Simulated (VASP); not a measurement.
# Sn in VASP: settings compared

Aim: see how the results for Sn move with the level of theory and the settings. Levels: RPBE, PBEsol. Tasks: single point.

Everything below comes from runs of VASP 6.6.1. Logs are shortened: lines on timing, memory, paths and dates and some standing lists are left out, and cuts for length are marked.

**1. The cell of the first run**

The structure is cubic, space group Fd-3m (No. 227). Conventional cell: a = 6.467 Å, b = 6.467 Å, c = 6.467 Å, α = 90.00°, β = 90.00°, γ = 90.00°. Sn (site symmetry -43m) has 4 Sn at 2.80 Å within 3.7 Å.

**2. Single point, RPBE**

Contents of INCAR:

```
ALGO     = Fast           # electronic algorithm
EDIFF    = 1E-7           # SCF threshold, eV
ENCUT    = 520            # plane-wave cutoff, eV
GGA      = RP             # functional
ISIF     = 2              # what is computed and relaxed
ISMEAR   = 0              # smearing method
LASPH    = True           # aspherical terms in the spheres
LCHARG   = True           # write CHGCAR
LELF     = True           # ELF
LREAL    = False          # projectors in reciprocal space
LVHAR    = True         
LWAVE    = False          # write WAVECAR
NBANDS   = 21             # bands
NELM     = 60             # most SCF steps
PREC     = Accurate       # precision mode
SIGMA    = 0.1            # smearing width, eV
```

Contents of KPOINTS:

```
k-points
0
Gamma
  7 7 7
```

Contents of POSCAR:

```
Sn
1.0
    0.0000000000      3.2333428000      3.2333428000
    3.2333428000      0.0000000000      3.2333428000
    3.2333428000      3.2333428000      0.0000000000
Sn
2
Direct
    0.2500000000      0.2500000000      0.2500000000
    0.0000000000      0.0000000000      0.0000000000
```

Potentials or basis: VASP PAW PBE potentials, release 64 (Sn_d).

Run with:

```bash
> cat potpaw_PBE.64/Sn_d/POTCAR > POTCAR
> mpirun -np 1 vasp_std > vasp.out
```

OUTCAR:

```text
EDIFF = 1E-7
   ENCUT = 520
   GGA = RP
   ISIF = 2
   ISMEAR = 0
   LASPH = True
   LREAL = False
   NELM = 60
   PREC = Accurate

 ion  position               nearest neighbor table
   1  0.250  0.250  0.250-   2 2.80   2 2.80   2 2.80   2 2.80
   2  0.000  0.000  0.000-   1 2.80   1 2.80   1 2.80   1 2.80

  LATTYP: Found a face centered cubic cell.
 ALAT       =     6.4666856000

  Lattice vectors:

 A1 = (   0.0000000000,   3.2333428000,   3.2333428000)
 A2 = (   3.2333428000,   0.0000000000,   3.2333428000)
 A3 = (   3.2333428000,   3.2333428000,   0.0000000000)

Analysis of symmetry for initial positions (statically):
=====================================================================
 Subroutine PRICEL returns:
 Original cell was already a primitive cell.

 Routine SETGRP: Setting up the symmetry group for a
 face centered cubic supercell.

 Subroutine GETGRP returns: Found 48 space group operations
 (whereof 24 operations were pure point group operations)
 out of a pool of 48 trial point group operations.

The static configuration has the point symmetry T_d .
 The point group associated with its full space group is O_h .

Analysis of symmetry for dynamics (positions and initial velocities):
=====================================================================
 Subroutine PRICEL returns:
 Original cell was already a primitive cell.

 Routine SETGRP: Setting up the symmetry group for a
 face centered cubic supercell.

 Subroutine GETGRP returns: Found 48 space group operations
 (whereof 24 operations were pure point group operations)
 out of a pool of 48 trial point group operations.

The dynamic configuration has the point symmetry T_d .
 The point group associated with its full space group is O_h .

 Subroutine INISYM returns: Found 48 space group operations
 (whereof 24 operations are pure point group operations),
 and found     1 'primitive' translations

----------------------------------------------------------------------------------------

                                     Primitive cell

  volume of cell :      67.6060

  direct lattice vectors                    reciprocal lattice vectors
     0.000000000  3.233342800  3.233342800    -0.154638723  0.154638723  0.154638723
     3.233342800  0.000000000  3.233342800     0.154638723 -0.154638723  0.154638723
     3.233342800  3.233342800  0.000000000     0.154638723  0.154638723 -0.154638723

  length of vectors
[... 76 lines left out ...]
   NELM   =     60;   NELMIN=  2; NELMDL= -5     # of ELM steps
   EDIFF  = 0.1E-06   stopping-criterion for ELM
   LREAL  =      F    real-space projection
   EDIFFG = 0.1E-05   stopping-criterion for IOM
   NSW    =      0    number of steps for IOM
   IBRION =     -1    ionic relax: 0-MD 1-quasi-New 2-CG
   NFREE  =      0    steps in history (QN), initial steepest desc. (CG)
   ISIF   =      2    stress and relaxation
   ISYM   =      2    0-nonsym 1-usesym 2-fastsym
   POTIM  = 0.5000    time-step for ionic-motion
   TEBEG  =    0.0;   TEEND  =   0.0 temperature during run
   PSTRESS=    0.0 pullay stress
   NELECT =      28.0000    total number of electrons
   NUPDOWN=      -1.0000    fix difference up-down
   EMIN   =  10.00;   EMAX   =-10.00  energy-range for DOS
   EFERMI =   0.00;   METHOD = LEGACY
   ISMEAR =     0;   SIGMA  =   0.10  broadening in eV -4-tet -1-fermi 0-gaus
   EFERMI_NEDOS =   21; number of points for ismear=-14 and -15
   IALGO  =     68    algorithm
   IMIX   =      4    mixing-type and parameters
     AMIX     =   0.40;   BMIX     =  1.00
     AMIX_MAG =   1.60;   BMIX_MAG =  1.00
  volume/ion in A,a.u.               =      33.80       228.11
  Fermi-wavevector in a.u.,A,eV,Ry     =   1.220298  2.306028 20.260793  1.489126
  Thomas-Fermi vector in A             =   2.355520
   LORBIT       =      0    0 simple, 1 ext, 2 COOP (PROOUT), +10 PAW based schemes
   GGA     = RP    functional components
   LHFCALC =     F    Hartree Fock is set to
   AEXX    =    0.0000 exact exchange contribution
   IVDW    =     0    specifies the selected vdW correction
   LEPSILON=     F    determine dielectric tensor
   LRPA    =     F    only Hartree local field effects (RPA)
 non-spin polarized calculation
 RMM-DIIS sequential band-by-band and
 Gauss-broadening in eV      SIGMA  =   0.10
  energy-cutoff  :      520.00
  volume of cell :       67.61
 maximum number of plane-waves:      1841
 NGX is ok and might be reduce to    36
   NGX = 17   NGY = 17   NGZ = 17

 number of electron      28.0000008 magnetization

 Free energy of the ion-electron system (eV)
  ---------------------------------------------------
  ext. energy  EPLUGINS =         0.00000000
  ---------------------------------------------------
  free energy    TOTEN  =        -6.89811895 eV

  energy without entropy =       -6.89694666  energy(sigma->0) =       -6.89753281

 E-fermi :   5.9198     XC(G=0):  -8.7519

 val. band max:        5.6056298130   @ k =   0.1429   0.0000   0.0000
 cond. band min:       5.9624824150   @ k =   0.0000   0.0000   0.0000
 fundamental gap:      0.3568526020
 Fermi energy:         5.9198197447

 k-point     1 :       0.0000    0.0000    0.0000
  band No.  band energies     occupation
      1     -15.8693      2.00000
      2     -15.8693      2.00000
      3     -15.8693      2.00000
      4     -15.8095      2.00000
      5     -15.8095      2.00000
      6     -15.4925      2.00000
[... 469 lines left out ...]
     20      14.6649      0.00000
     21      16.5147      0.00000

------------------------ aborting loop because EDIFF is reached ----------------------------------------

  FORCE on cell =-STRESS in cart. coord.  units (eV):
  Direction    XX          YY          ZZ          XY          YZ          ZX
  --------------------------------------------------------------------------------------
  -------------------------------------------------------------------------------------
  Total        2.1810831      2.1810831      2.1810831      0.0000000      0.0000000     -0.0000000
  in kB       51.6889295     51.6889295     51.6889295      0.0000000      0.0000000     -0.0000000
  external PRESSURE =      51.6889295 kB  Pullay stress =       0.0000000 kB

 VOLUME and BASIS-vectors are now :
 -----------------------------------------------------------------------------
  energy-cutoff  :      520.00
  volume of cell :       67.61
      direct lattice vectors                 reciprocal lattice vectors
     0.000000000  3.233342800  3.233342800    -0.154638723  0.154638723  0.154638723
     3.233342800  0.000000000  3.233342800     0.154638723 -0.154638723  0.154638723
     3.233342800  3.233342800  0.000000000     0.154638723  0.154638723 -0.154638723

 POSITION                                       TOTAL-FORCE (eV/Angst)
 -----------------------------------------------------------------------------------
      1.61667      1.61667      1.61667         0.000000      0.000000      0.000000
      0.00000      0.00000      0.00000        -0.000000     -0.000000     -0.000000
 -----------------------------------------------------------------------------------
    total drift:                                0.000000      0.000000      0.000000

  FREE ENERGIE OF THE ION-ELECTRON SYSTEM (eV)
  ---------------------------------------------------
  free  energy   TOTEN  =        -6.8981189490 eV

  energy  without entropy=       -6.8969466617  energy(sigma->0) =       -6.89753281
```

It took 18 s on 1 thread of Intel Xeon 6975P-C (Granite Rapids), shared host; peak memory 0.19 GiB.

What came out:

| Quantity | Value |
| --- | --- |
| Free energy | -6.8981 eV |
| Pressure | 5.2 GPa |
| Band gap on the k mesh | zero (filled and empty bands touch) |

Caveat: the PAW data sets were made with another functional, which shifts forces and pressure a little; spin-orbit coupling is left out, which moves the levels of the heavy elements.

**3. Single point, PBEsol**

Contents of INCAR:

```
SYSTEM = Sn
PREC     = Accurate       ! precision mode
ENCUT    = 520            ! plane-wave cutoff, eV
EDIFF    = 1E-7           ! SCF threshold, eV
ISMEAR   = -1             ! smearing method
SIGMA    = 0.05           ! smearing width, eV
LREAL    = .False.        ! projectors in reciprocal space
LASPH    = .True.         ! aspherical terms in the spheres
NELM     = 100            ! most SCF steps
ALGO     = Fast           ! electronic algorithm
ISIF     = 2              ! what is computed and relaxed
LWAVE    = .False.        ! write WAVECAR
LCHARG   = .True.         ! write CHGCAR
GGA      = PS             ! functional
LELF     = .True.         ! ELF
LVHAR    = .True.       
NBANDS   = 21             ! bands
```

Contents of KPOINTS:

```
Automatic mesh
0
Gamma
  6 6 6
  0 0 0
```

Contents of POSCAR:

```
Sn
1.0
    0.0000000000      3.2333428000      3.2333428000
    3.2333428000      0.0000000000      3.2333428000
    3.2333428000      3.2333428000      0.0000000000
Sn
2
Direct
    0.7500000000      0.7500000000      0.7500000000
    0.5000000000      0.5000000000      0.5000000000
```

Potentials or basis: VASP PAW PBE potentials, release 64 (Sn_d).

Run with:

```bash
> cat potpaw_PBE.64/Sn_d/POTCAR > POTCAR
> mpirun -np 1 vasp_std > vasp.out
```

OUTCAR:

```text
SYSTEM = Sn
   PREC = Accurate
   ENCUT = 520
   EDIFF = 1E-7
   ISMEAR = -1
   LREAL = .False.
   LASPH = .True.
   NELM = 100
   ISIF = 2
   GGA = PS

 ion  position               nearest neighbor table
   1  0.750  0.750  0.750-   2 2.80   2 2.80   2 2.80   2 2.80
   2  0.500  0.500  0.500-   1 2.80   1 2.80   1 2.80   1 2.80

  LATTYP: Found a face centered cubic cell.
 ALAT       =     6.4666856000

  Lattice vectors:

 A1 = (   0.0000000000,   3.2333428000,   3.2333428000)
 A2 = (   3.2333428000,   0.0000000000,   3.2333428000)
 A3 = (   3.2333428000,   3.2333428000,   0.0000000000)

Analysis of symmetry for initial positions (statically):
=====================================================================
 Subroutine PRICEL returns:
 Original cell was already a primitive cell.

 Routine SETGRP: Setting up the symmetry group for a
 face centered cubic supercell.

 Subroutine GETGRP returns: Found 48 space group operations
 (whereof 24 operations were pure point group operations)
 out of a pool of 48 trial point group operations.

The static configuration has the point symmetry T_d .
 The point group associated with its full space group is O_h .

Analysis of symmetry for dynamics (positions and initial velocities):
=====================================================================
 Subroutine PRICEL returns:
 Original cell was already a primitive cell.

 Routine SETGRP: Setting up the symmetry group for a
 face centered cubic supercell.

 Subroutine GETGRP returns: Found 48 space group operations
 (whereof 24 operations were pure point group operations)
 out of a pool of 48 trial point group operations.

The dynamic configuration has the point symmetry T_d .
 The point group associated with its full space group is O_h .

 Subroutine INISYM returns: Found 48 space group operations
 (whereof 24 operations are pure point group operations),
 and found     1 'primitive' translations

----------------------------------------------------------------------------------------

                                     Primitive cell

  volume of cell :      67.6060

  direct lattice vectors                    reciprocal lattice vectors
     0.000000000  3.233342800  3.233342800    -0.154638723  0.154638723  0.154638723
     3.233342800  0.000000000  3.233342800     0.154638723 -0.154638723  0.154638723
     3.233342800  3.233342800  0.000000000     0.154638723  0.154638723 -0.154638723

  length of vectors
     4.572637240  4.572637240  4.572637240     0.267842124  0.267842124  0.267842124

  position of ions in fractional coordinates (direct lattice)
     0.750000000  0.750000000  0.750000000
     0.500000000  0.500000000  0.500000000

  ion indices of the primitive-cell ions
   primitive index   ion index
                 1           1
                 2           2

----------------------------------------------------------------------------------------

 KPOINTS: Automatic mesh

Automatic generation of k-mesh.
 Grid dimensions read from file:
 generate k-points for:    6    6    6

 Generating k-lattice:

  Cartesian coordinates                     Fractional coordinates (reciprocal lattice)
    -0.025773120  0.025773120  0.025773120     0.166666667  0.000000000  0.000000000
     0.025773120 -0.025773120  0.025773120     0.000000000  0.166666667  0.000000000
     0.025773120  0.025773120 -0.025773120     0.000000000  0.000000000  0.166666667

  Length of vectors
     0.044640354  0.044640354  0.044640354

  Shift w.r.t. Gamma in fractional coordinates (k-lattice)
     0.000000000  0.000000000  0.000000000

 Subroutine IBZKPT returns following result:
 ===========================================

 Found     16 irreducible k-points:

 Following reciprocal coordinates:
            Coordinates               Weight
  0.000000  0.000000  0.000000      1.000000
  0.166667  0.000000  0.000000      8.000000
  0.333333  0.000000  0.000000      8.000000
  0.500000  0.000000  0.000000      4.000000
  0.166667  0.166667  0.000000      6.000000
  0.333333  0.166667  0.000000     24.000000
[... 8 lines left out ...]
 -0.333333  0.333333  0.166667     24.000000
 -0.333333  0.500000  0.166667     12.000000
   k-points           NKPTS =     16   k-points in BZ     NKDIM =     16   number of bands    NBANDS=     21
   number of dos      NEDOS =    301   number of ions     NIONS =      2
   total plane-waves  NPLWV =  46656
   dimension x,y,z NGX =    36 NGY =   36 NGZ =   36
   dimension x,y,z NGXF=    72 NGYF=   72 NGZF=   72
   ions per type =               2
   NGX,Y,Z   is equivalent  to a cutoff of  13.09, 13.09, 13.09 a.u.
   NGXF,Y,Z  is equivalent  to a cutoff of  26.18, 26.18, 26.18 a.u.
 SYSTEM =  Sn
   PREC   = accura    normal or accurate (medium, high low for compatibility)
   ISTART =      0    job   : 0-new  1-cont  2-samecut
   ICHARG =      2    charge: 1-file 2-atom 10-const
   ISPIN  =      1    spin polarized calculation?
   LNONCOLLINEAR =      F non collinear calculations
   LSORBIT =      F    spin-orbit coupling
   LASPH  =      T    aspherical Exc in radial PAW
   ENCUT  =  520.0 eV  38.22 Ry    6.18 a.u.   8.50  8.50  8.50*2*pi/ulx,y,z
   NELM   =    100;   NELMIN=  2; NELMDL= -5     # of ELM steps
   EDIFF  = 0.1E-06   stopping-criterion for ELM
   LREAL  =      F    real-space projection
   EDIFFG = 0.1E-05   stopping-criterion for IOM
   NSW    =      0    number of steps for IOM
   IBRION =     -1    ionic relax: 0-MD 1-quasi-New 2-CG
   NFREE  =      0    steps in history (QN), initial steepest desc. (CG)
   ISIF   =      2    stress and relaxation
   ISYM   =      2    0-nonsym 1-usesym 2-fastsym
   POTIM  = 0.5000    time-step for ionic-motion
   TEBEG  =    0.0;   TEEND  =   0.0 temperature during run
   PSTRESS=    0.0 pullay stress
   NELECT =      28.0000    total number of electrons
   NUPDOWN=      -1.0000    fix difference up-down
   EMIN   =  10.00;   EMAX   =-10.00  energy-range for DOS
   EFERMI =   0.00;   METHOD = LEGACY
   ISMEAR =    -1;   SIGMA  =   0.05  broadening in eV -4-tet -1-fermi 0-gaus
   EFERMI_NEDOS =   21; number of points for ismear=-14 and -15
   IALGO  =     68    algorithm
   IMIX   =      4    mixing-type and parameters
     AMIX     =   0.40;   BMIX     =  1.00
     AMIX_MAG =   1.60;   BMIX_MAG =  1.00
  volume/ion in A,a.u.               =      33.80       228.11
  Fermi-wavevector in a.u.,A,eV,Ry     =   1.220298  2.306028 20.260793  1.489126
  Thomas-Fermi vector in A             =   2.355520
   LORBIT       =      0    0 simple, 1 ext, 2 COOP (PROOUT), +10 PAW based schemes
   GGA     = PS    functional components
   LHFCALC =     F    Hartree Fock is set to
   AEXX    =    0.0000 exact exchange contribution
   IVDW    =     0    specifies the selected vdW correction
   LEPSILON=     F    determine dielectric tensor
   LRPA    =     F    only Hartree local field effects (RPA)
 non-spin polarized calculation
 RMM-DIIS sequential band-by-band and
  energy-cutoff  :      520.00
  volume of cell :       67.61
 maximum number of plane-waves:      1853
 NGX is ok and might be reduce to    36
   NGX = 17   NGY = 17   NGZ = 17

 number of electron      28.0000008 magnetization

 Free energy of the ion-electron system (eV)
  ---------------------------------------------------
  ext. energy  EPLUGINS =         0.00000000
  ---------------------------------------------------
  free energy    TOTEN  =        -8.42006382 eV

  energy without entropy =       -8.41800482  energy(sigma->0) =       -8.41903432

 E-fermi :   5.5505     XC(G=0):  -9.1074

 val. band max:        5.2423468634   @ k =   0.1667   0.0000   0.0000
 cond. band min:       5.5656184623   @ k =   0.5000   0.0000   0.0000
 fundamental gap:      0.3232715988
 Fermi energy:         5.5504785994

 k-point     1 :       0.0000    0.0000    0.0000
  band No.  band energies     occupation
      1     -16.0095      2.00000
      2     -16.0095      2.00000
      3     -16.0095      2.00000
      4     -15.9478      2.00000
      5     -15.9478      2.00000
      6     -15.6270      2.00000
[... 13 lines left out ...]
     20      13.6018      0.00000
     21      13.6024      0.00000
[... 337 lines left out ...]
 k-point    16 :      -0.3333    0.5000    0.1667
  band No.  band energies     occupation
      1     -16.0769      2.00000
      2     -16.0769      2.00000
      3     -15.8816      2.00000
      4     -15.8816      2.00000
      5     -15.7846      2.00000
      6     -15.7846      2.00000
[... 13 lines left out ...]
     20      14.6935      0.00000
     21      15.8633      0.00000

------------------------ aborting loop because EDIFF is reached ----------------------------------------

  FORCE on cell =-STRESS in cart. coord.  units (eV):
  Direction    XX          YY          ZZ          XY          YZ          ZX
  --------------------------------------------------------------------------------------
  -------------------------------------------------------------------------------------
  Total        0.6451276      0.6451276      0.6451276     -0.0000000      0.0000000     -0.0000000
  in kB       15.2887133     15.2887133     15.2887133     -0.0000000      0.0000000     -0.0000000
  external PRESSURE =      15.2887133 kB  Pullay stress =       0.0000000 kB

 VOLUME and BASIS-vectors are now :
 -----------------------------------------------------------------------------
  energy-cutoff  :      520.00
  volume of cell :       67.61
      direct lattice vectors                 reciprocal lattice vectors
     0.000000000  3.233342800  3.233342800    -0.154638723  0.154638723  0.154638723
     3.233342800  0.000000000  3.233342800     0.154638723 -0.154638723  0.154638723
     3.233342800  3.233342800  0.000000000     0.154638723  0.154638723 -0.154638723

 POSITION                                       TOTAL-FORCE (eV/Angst)
 -----------------------------------------------------------------------------------
      4.85001      4.85001      4.85001         0.000000      0.000000     -0.000000
      3.23334      3.23334      3.23334        -0.000000     -0.000000      0.000000
 -----------------------------------------------------------------------------------
    total drift:                                0.000000      0.000000      0.000000

  FREE ENERGIE OF THE ION-ELECTRON SYSTEM (eV)
  ---------------------------------------------------
  free  energy   TOTEN  =        -8.4200638197 eV

  energy  without entropy=       -8.4180048179  energy(sigma->0) =       -8.41903432
```

It took 13 s on 1 thread of Intel Xeon 6975P-C (Granite Rapids), shared host; peak memory 0.2 GiB.

What came out:

```
Free energy            : -8.4201 eV
Pressure               : 1.5 GPa
Band gap on the k mesh : zero (band 14 reaches 5.69 eV, above the bottom of band 15 at 5.57 eV)
```

Caveat: the PAW data sets were made with another functional, which shifts forces and pressure a little; spin-orbit coupling is left out, which moves the levels of the heavy elements.

(Part 1 of 2 ends here.)
